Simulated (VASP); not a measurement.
# Si2W (P6_222) in VASP: settings compared

The runs below take Si2W through single point, relaxation of cell and atoms, with r2SCAN, PBEsol, LDA.

All numbers are computed with VASP 6.6.1; they aren't measurements. Logs are shortened: lines on timing, memory, paths and dates and some standing lists are left out, and cuts for length are marked.

## 1. The cell of the first run

The structure is hexagonal, space group P6_222 (No. 180). Conventional cell: a = 4.579 Å, b = 4.579 Å, c = 6.610 Å, α = 90.00°, β = 90.00°, γ = 120.00°. Si (site symmetry 2) has 9 Si at 2.56 to 3.21 Å and 5 W at 2.58 to 2.67 Å within 3.4 Å. Within 3.4 Å of W (site symmetry 222) lie 10 Si at 2.58 to 2.67 Å and 4 W at 3.18 Å.

## 2. Single point, r2SCAN

Contents of POSCAR:

```
Si2W
1.0
    4.5794434783      0.0000000000      0.0000000000
   -2.2897217391      3.9659143874      0.0000000000
    0.0000000000      0.0000000000      6.6099580592
Si W
6 3
Direct
    0.8364194249      0.6728388498      0.5000000000
    0.1635805751      0.8364194249      0.8333333333
    0.6728388498      0.8364194249      0.1666666667
    0.1635805751      0.3271611502      0.5000000000
    0.8364194249      0.1635805751      0.8333333333
    0.3271611502      0.1635805751      0.1666666667
    0.0000000000      0.5000000000      0.1666666667
    0.5000000000      0.5000000000      0.8333333333
    0.5000000000      0.0000000000      0.5000000000
```

Contents of INCAR.step1:

```
PREC = Accurate
ENCUT = 520
ISMEAR = -1
SIGMA = 0.02
LREAL = F
LASPH = T
NELM = 80
NBANDS = 43
GGA = PE
ALGO = Normal
EDIFF = 1E-4
LWAVE = T
LCHARG = F
```

Contents of INCAR.step2:

```
PREC = Accurate
ENCUT = 520
EDIFF = 1E-6
ISMEAR = -1
SIGMA = 0.02
LREAL = F
LASPH = T
NELM = 80
ALGO = Normal
ISIF = 2
LWAVE = F
LCHARG = F
METAGGA = R2SCAN
LMIXTAU = T
NBANDS = 43
ISTART = 1
```

Contents of KPOINTS:

```
regular mesh
0
Gamma
  6 6 4
```

Potentials or basis: VASP PAW PBE potentials, release 64 (Si, W_sv).

Started as:

```
cat potpaw_PBE.64/Si/POTCAR potpaw_PBE.64/W_sv/POTCAR > POTCAR
cp INCAR.step1 INCAR
mpirun -np 1 vasp_std > vasp.out
cp INCAR.step2 INCAR
mpirun -np 1 vasp_std > vasp.out
```

OUTCAR:

```text
PREC = Accurate
   ENCUT = 520
   EDIFF = 1E-6
   ISMEAR = -1
   LREAL = F
   LASPH = T
   NELM = 80
   ISIF = 2
   METAGGA = R2SCAN
   ISTART = 1

 ion  position               nearest neighbor table
   1  0.836  0.673  0.500-   3 2.56   2 2.56   7 2.58   8 2.58   4 2.59   9 2.63   9 2.63   9 2.67
                             4 2.67   4 2.67   5 3.15   6 3.15
   2  0.164  0.836  0.833-   1 2.56   6 2.56   9 2.58   7 2.58   5 2.59   8 2.63   8 2.63   8 2.67
                             5 2.67   5 2.67   4 3.15   3 3.15
   3  0.673  0.836  0.167-   1 2.56   5 2.56   9 2.58   8 2.58   6 2.59   7 2.63   7 2.63   7 2.67
                             6 2.67   6 2.67   4 3.15   2 3.15
   4  0.164  0.327  0.500-   6 2.56   5 2.56   7 2.58   8 2.58   1 2.59   9 2.63   9 2.63   9 2.67
                             1 2.67   1 2.67   2 3.15   3 3.15
   5  0.836  0.164  0.833-   4 2.56   3 2.56   9 2.58   7 2.58   2 2.59   8 2.63   8 2.63   8 2.67
                             2 2.67   2 2.67   1 3.15   6 3.15
   6  0.327  0.164  0.167-   4 2.56   2 2.56   9 2.58   8 2.58   3 2.59   7 2.63   7 2.63   7 2.67
                             3 2.67   3 2.67   1 3.15   5 3.15
   7  0.000  0.500  0.167-   1 2.58   4 2.58   2 2.58   5 2.58   3 2.63   6 2.63   6 2.63   3 2.63
                             3 2.67   6 2.67   9 3.18   9 3.18   8 3.18   8 3.18
   8  0.500  0.500  0.833-   1 2.58   4 2.58   3 2.58   6 2.58   5 2.63   2 2.63   2 2.63   5 2.63
                             5 2.67   2 2.67   9 3.18   9 3.18   7 3.18   7 3.18
   9  0.500  0.000  0.500-   3 2.58   6 2.58   5 2.58   2 2.58   1 2.63   4 2.63   4 2.63   1 2.63
                             4 2.67   1 2.67   8 3.18   8 3.18   7 3.18   7 3.18

  LATTYP: Found a hexagonal cell.
 ALAT       =     4.5794434783
 C/A-ratio  =     1.4433976728

  Lattice vectors:

 A1 = (   4.5794434783,   0.0000000000,   0.0000000000)
 A2 = (  -2.2897217391,   3.9659143874,   0.0000000000)
 A3 = (   0.0000000000,   0.0000000000,   6.6099580592)

Analysis of symmetry for initial positions (statically):
=====================================================================
 Subroutine PRICEL returns:
 Original cell was already a primitive cell.

 Routine SETGRP: Setting up the symmetry group for a
 hexagonal supercell.

 Subroutine GETGRP returns: Found 12 space group operations
 (whereof  4 operations were pure point group operations)
 out of a pool of 24 trial point group operations.

The static configuration has the point symmetry D_2 .
 The point group associated with its full space group is D_6 .

Analysis of symmetry for dynamics (positions and initial velocities):
=====================================================================
 Subroutine PRICEL returns:
 Original cell was already a primitive cell.

 Routine SETGRP: Setting up the symmetry group for a
 hexagonal supercell.

 Subroutine GETGRP returns: Found 12 space group operations
 (whereof  4 operations were pure point group operations)
 out of a pool of 24 trial point group operations.

The dynamic configuration has the point symmetry D_2 .
 The point group associated with its full space group is D_6 .

 Subroutine INISYM returns: Found 12 space group operations
 (whereof  4 operations are pure point group operations),
 and found     1 'primitive' translations

----------------------------------------------------------------------------------------

                                     Primitive cell

  volume of cell :     120.0479

  direct lattice vectors                    reciprocal lattice vectors
     4.579443478  0.000000000  0.000000000     0.218367145  0.126074330  0.000000000
    -2.289721739  3.965914387  0.000000000     0.000000000  0.252148660  0.000000000
     0.000000000  0.000000000  6.609958059     0.000000000  0.000000000  0.151286890

  length of vectors
     4.579443478  4.579443478  6.609958059     0.252148660  0.252148660  0.151286890

  position of ions in fractional coordinates (direct lattice)
     0.836419425  0.672838850  0.500000000
     0.163580575  0.836419425  0.833333333
     0.672838850  0.836419425  0.166666667
     0.163580575  0.327161150  0.500000000
     0.836419425  0.163580575  0.833333333
     0.327161150  0.163580575  0.166666667
     0.000000000  0.500000000  0.166666667
     0.500000000  0.500000000  0.833333333
     0.500000000  0.000000000  0.500000000

  ion indices of the primitive-cell ions
   primitive index   ion index
                 1           1
                 2           2
                 3           3
                 4           4
                 5           5
                 6           6
                 7           7
                 8           8
                 9           9

----------------------------------------------------------------------------------------

 KPOINTS: regular mesh

Automatic generation of k-mesh.
 Grid dimensions read from file:
 generate k-points for:    6    6    4

 Generating k-lattice:

  Cartesian coordinates                     Fractional coordinates (reciprocal lattice)
     0.036394524  0.021012388  0.000000000     0.166666667  0.000000000  0.000000000
     0.000000000  0.042024777  0.000000000     0.000000000  0.166666667  0.000000000
     0.000000000  0.000000000  0.037821723     0.000000000  0.000000000  0.250000000

  Length of vectors
     0.042024777  0.042024777  0.037821723

  Shift w.r.t. Gamma in fractional coordinates (k-lattice)
     0.000000000  0.000000000  0.000000000

 Subroutine IBZKPT returns following result:
 ===========================================

 Found     21 irreducible k-points:

 Following reciprocal coordinates:
            Coordinates               Weight
  0.000000  0.000000  0.000000      1.000000
  0.166667  0.000000  0.000000      6.000000
  0.333333  0.000000  0.000000      6.000000
  0.500000 -0.000000  0.000000      3.000000
  0.166667  0.166667  0.000000      6.000000
  0.333333  0.166667  0.000000     12.000000
[... 13 lines left out ...]
  0.333333  0.166667  0.500000     12.000000
  0.333333  0.333333  0.500000      2.000000
   k-points           NKPTS =     21   k-points in BZ     NKDIM =     21   number of bands    NBANDS=     43
   number of dos      NEDOS =    301   number of ions     NIONS =      9
   total plane-waves  NPLWV =  64800
   dimension x,y,z NGX =    36 NGY =   36 NGZ =   50
   dimension x,y,z NGXF=    72 NGYF=   72 NGZF=  100
   ions per type =               6   3
   NGX,Y,Z   is equivalent  to a cutoff of  13.07, 13.07, 12.58 a.u.
   NGXF,Y,Z  is equivalent  to a cutoff of  26.14, 26.14, 25.15 a.u.
 SYSTEM =  unknown system
   PREC   = accura    normal or accurate (medium, high low for compatibility)
   ISTART =      1    job   : 0-new  1-cont  2-samecut
   ICHARG =      0    charge: 1-file 2-atom 10-const
   ISPIN  =      1    spin polarized calculation?
   LNONCOLLINEAR =      F non collinear calculations
   LSORBIT =      F    spin-orbit coupling
   LASPH  =      T    aspherical Exc in radial PAW
   ENCUT  =  520.0 eV  38.22 Ry    6.18 a.u.   8.51  8.51 12.29*2*pi/ulx,y,z
   NELM   =     80;   NELMIN=  2; NELMDL=  0     # of ELM steps
   EDIFF  = 0.1E-05   stopping-criterion for ELM
   LREAL  =      F    real-space projection
   EDIFFG = 0.1E-04   stopping-criterion for IOM
   NSW    =      0    number of steps for IOM
   IBRION =     -1    ionic relax: 0-MD 1-quasi-New 2-CG
   NFREE  =      0    steps in history (QN), initial steepest desc. (CG)
   ISIF   =      2    stress and relaxation
   ISYM   =      2    0-nonsym 1-usesym 2-fastsym
   POTIM  = 0.5000    time-step for ionic-motion
   TEBEG  =    0.0;   TEEND  =   0.0 temperature during run
   PSTRESS=    0.0 pullay stress
   NELECT =      66.0000    total number of electrons
   NUPDOWN=      -1.0000    fix difference up-down
   EMIN   =  10.00;   EMAX   =-10.00  energy-range for DOS
   EFERMI =   0.00;   METHOD = LEGACY
   ISMEAR =    -1;   SIGMA  =   0.02  broadening in eV -4-tet -1-fermi 0-gaus
   EFERMI_NEDOS =   21; number of points for ismear=-14 and -15
   IALGO  =     38    algorithm
   IMIX   =      4    mixing-type and parameters
     AMIX     =   0.40;   BMIX     =  1.00
     AMIX_MAG =   1.60;   BMIX_MAG =  1.00
  volume/ion in A,a.u.               =      13.34        90.01
  Fermi-wavevector in a.u.,A,eV,Ry     =   1.341131  2.534370 24.471882  1.798633
  Thomas-Fermi vector in A             =   2.469389
   LORBIT       =      0    0 simple, 1 ext, 2 COOP (PROOUT), +10 PAW based schemes
   METAGGA = R2SCAN    functional components
   LHFCALC =     F    Hartree Fock is set to
   AEXX    =    0.0000 exact exchange contribution
   IVDW    =     0    specifies the selected vdW correction
   LEPSILON=     F    determine dielectric tensor
   LRPA    =     F    only Hartree local field effects (RPA)
 non-spin polarized calculation
  energy-cutoff  :      520.00
  volume of cell :      120.05
 maximum number of plane-waves:      3300
 NGX is ok and might be reduce to    36
   NGX = 17   NGY = 17   NGZ = 25

 number of electron      66.0000002 magnetization

 Free energy of the ion-electron system (eV)
  ---------------------------------------------------
  ext. energy  EPLUGINS =         0.00000000
  ---------------------------------------------------
  free energy    TOTEN  =      -208.78438071 eV

  energy without entropy =     -208.78410752  energy(sigma->0) =     -208.78424412

 E-fermi :  12.7212     XC(G=0): -13.5620

 val. band max:       12.6569425016   @ k =   0.5000  -0.0000   0.5000
 cond. band min:      12.7854000332   @ k =   0.5000  -0.0000   0.0000
 fundamental gap:      0.1284575316
 Fermi energy:        12.7211712679

 k-point     1 :       0.0000    0.0000    0.0000
  band No.  band energies     occupation
      1     -63.5390      2.00000
      2     -63.5237      2.00000
      3     -63.5237      2.00000
      4     -27.3032      2.00000
      5     -27.2990      2.00000
      6     -27.2990      2.00000
[... 35 lines left out ...]
     42      15.8971      0.00000
     43      16.2766      0.00000
[... 879 lines left out ...]
      3     -63.5262      2.00000
      4     -27.3425      2.00000
      5     -27.3247      2.00000
      6     -27.3247      2.00000
[... 35 lines left out ...]
     42      16.1590      0.00000
     43      16.4137      0.00000

------------------------ aborting loop because EDIFF is reached ----------------------------------------

  FORCE on cell =-STRESS in cart. coord.  units (eV):
  Direction    XX          YY          ZZ          XY          YZ          ZX
  --------------------------------------------------------------------------------------
  -------------------------------------------------------------------------------------
  Total        0.1815988      0.1815988      0.2254495      0.0000000      0.0000000      0.0000000
  in kB        2.4236437      2.4236437      3.0088822      0.0000000      0.0000000      0.0000000
  external PRESSURE =       2.6187232 kB  Pullay stress =       0.0000000 kB

 VOLUME and BASIS-vectors are now :
 -----------------------------------------------------------------------------
  energy-cutoff  :      520.00
  volume of cell :      120.05
      direct lattice vectors                 reciprocal lattice vectors
     4.579443478  0.000000000  0.000000000     0.218367145  0.126074330  0.000000000
    -2.289721739  3.965914387  0.000000000     0.000000000  0.252148660  0.000000000
     0.000000000  0.000000000  6.609958059     0.000000000  0.000000000  0.151286890

 POSITION                                       TOTAL-FORCE (eV/Angst)
 -----------------------------------------------------------------------------------
      2.28972      2.66842      3.30498         0.000000      0.010662      0.000000
     -1.16606      3.31717      5.50830        -0.009233      0.005331     -0.000000
      1.16606      3.31717      1.10166         0.009233      0.005331     -0.000000
      0.00000      1.29749      3.30498        -0.000000     -0.010662      0.000000
      3.45578      0.64875      5.50830         0.009233     -0.005331     -0.000000
      1.12366      0.64875      1.10166        -0.009233     -0.005331      0.000000
     -1.14486      1.98296      1.10166        -0.000000     -0.000000      0.000000
      1.14486      1.98296      5.50830        -0.000000     -0.000000      0.000000
      2.28972      0.00000      3.30498        -0.000000     -0.000000      0.000000
 -----------------------------------------------------------------------------------
    total drift:                               -0.000000     -0.000000     -0.000000

  FREE ENERGIE OF THE ION-ELECTRON SYSTEM (eV)
  ---------------------------------------------------
  free  energy   TOTEN  =      -208.7843807093 eV

  energy  without entropy=     -208.7841075240  energy(sigma->0) =     -208.78424412
```

Run time: 3 min. Hardware: 1 thread of Intel Xeon 6975P-C (Granite Rapids), shared host; peak memory 0.3 GiB.

Results:

| Property | Result |
| --- | --- |
| Free energy | -208.7844 eV |
| Pressure | 0.3 GPa |
| Largest force | 0.011 eV/Å |
| Band gap on the k mesh | 0.13 eV (least direct gap 0.83 eV) |

Forces on the atoms (eV/Å):
```
Si   0.000  0.011  0.000
Si  -0.009  0.005  0.000
Si   0.009  0.005  0.000
Si   0.000 -0.011  0.000
Si   0.009 -0.005  0.000
Si  -0.009 -0.005  0.000
W    0.000  0.000  0.000
W    0.000  0.000  0.000
W    0.000  0.000  0.000
```

Caveat: the PAW data sets were made with another functional, which shifts forces and pressure a little; spin-orbit coupling is left out, which moves the levels of the heavy elements.

## 3. Relaxation of cell and atoms, PBEsol

This run uses another cell than the first one, of 13.62 Å³/atom.

Contents of INCAR:

```
SYSTEM = Si2W
PREC     = Accurate       ! precision mode
ENCUT    = 600            ! plane-wave cutoff, eV
EDIFF    = 1E-6           ! SCF threshold, eV
ISMEAR   = -1             ! smearing method
SIGMA    = 0.02           ! smearing width, eV
LREAL    = .FALSE.        ! projectors in reciprocal space
LASPH    = .TRUE.         ! aspherical terms in the spheres
NELM     = 80             ! most SCF steps
ALGO     = Normal         ! electronic algorithm
ISIF     = 3              ! what is computed and relaxed
LWAVE    = .FALSE.        ! write WAVECAR
LCHARG   = .FALSE.        ! write CHGCAR
GGA      = PS             ! functional
IBRION   = 2              ! ionic algorithm
NSW      = 80             ! ionic steps
EDIFFG   = -0.005         ! ionic threshold
```

Contents of KPOINTS:

```
regular mesh
0
G
  6 6 4
  0 0 0
```

Contents of POSCAR:

```
Si2W
1.0
    4.6139553708      0.0000000000      0.0000000000
   -2.3069776854      3.9958025630      0.0000000000
    0.0000000000      0.0000000000      6.6464873316
Si W
6 3
Direct
    0.8363477973      0.6726955946      0.5000000000
    0.1636522027      0.8363477973      0.8333333333
    0.6726955946      0.8363477973      0.1666666667
    0.1636522027      0.3273044054      0.5000000000
    0.8363477973      0.1636522027      0.8333333333
    0.3273044054      0.1636522027      0.1666666667
    0.0000000000      0.5000000000      0.1666666667
    0.5000000000      0.5000000000      0.8333333333
    0.5000000000      0.0000000000      0.5000000000
```

Potentials or basis: VASP PAW PBE potentials, release 64 (Si, W_sv).

Started as:

```
cat potpaw_PBE.64/Si/POTCAR potpaw_PBE.64/W_sv/POTCAR > POTCAR
mpirun -np 1 vasp_std > vasp.out
```

Wall time 3.1 min (1 thread of Intel Xeon 6975P-C (Granite Rapids), shared host); peak memory 0.34 GiB.

The run converged. Its results:

| Item | Value |
| --- | --- |
| Free energy | -79.3116 eV |
| Relaxed volume | 13.32 Å³/atom |
| Relaxed cell | a = 4.578 Å, b = 4.578 Å, c = 6.606 Å, α = 90.00°, β = 90.00°, γ = 120.00° |
| Space group after relaxing (to 0.1 Å) | P6_222 (No. 180) |
| Energy gained by relaxing | 4.5 meV/atom |
| Ionic steps | 5 |
| Pressure after relaxing | 0.0 GPa |
| Largest force after relaxing | 0.004 eV/Å |
| Band gap on the k mesh | 0.00 eV (least direct gap 0.66 eV) |

Forces in eV/Å, atoms in the order of the input:
```
Si   0.000 -0.004  0.000
Si   0.003 -0.002  0.000
Si  -0.003 -0.002  0.000
Si   0.000  0.004  0.000
Si  -0.003  0.002  0.000
Si   0.003  0.002  0.000
W    0.000  0.000  0.000
W    0.000  0.000  0.000
W    0.000  0.000  0.000
```

Step by step:
```
step  energy change (eV)  largest force (eV/Å)  pressure (GPa)  volume (Å³)
   1              0.0000                0.0289           -4.81       122.54
   2              0.0937                0.0344            9.82       115.43
   3             -0.0399                0.0079           -0.04       119.97
   4             -0.0399                0.0072            0.05       119.92
   5             -0.0401                0.0037            0.05       119.91
```

Final structure:
```xyz
9
Lattice="4.5780 0.0000 0.0000 -2.2890 3.9647 0.0000 0.0000 0.0000 6.6064" Properties=species:S:1:pos:R:3 pbc="T T T"
Si    2.2890    2.6662    3.3032
Si   -1.1645    3.3155    5.5053
Si    1.1645    3.3155    1.1011
Si    0.0000    1.2985    3.3032
Si    3.4535    0.6492    5.5053
Si    1.1245    0.6492    1.1011
W    -1.1445    1.9823    1.1011
W     1.1445    1.9823    5.5053
W     2.2890    0.0000    3.3032
```

Levels at points of the mesh, in eV from the valence-band top:
```tsv
k point	band 29	band 30	band 31	band 32	band 33	band 34	band 35	band 36	band 37	band 38
(0.00, 0.00, 0.00)	-3.43	-3.43	-3.06	-2.62	-1.00	2.20	2.20	2.33	2.46	2.62
(0.50, 0.00, 0.00)	-2.51	-2.37	-1.72	-1.21	-0.69	0.00	0.79	0.92	1.01	1.90
(0.00, 0.00, 0.50)	-2.77	-2.77	-2.61	-0.78	-0.78	1.78	2.11	2.11	2.33	2.41
(0.50, 0.00, 0.50)	-3.29	-3.01	-2.16	-1.30	0.00	0.66	1.06	1.27	1.47	1.82
```

Caveat: the PAW data sets were made with another functional, which shifts forces and pressure a little; spin-orbit coupling is left out, which moves the levels of the heavy elements. A k mesh can miss the band edges.

(Part 1 of 2 ends here.)
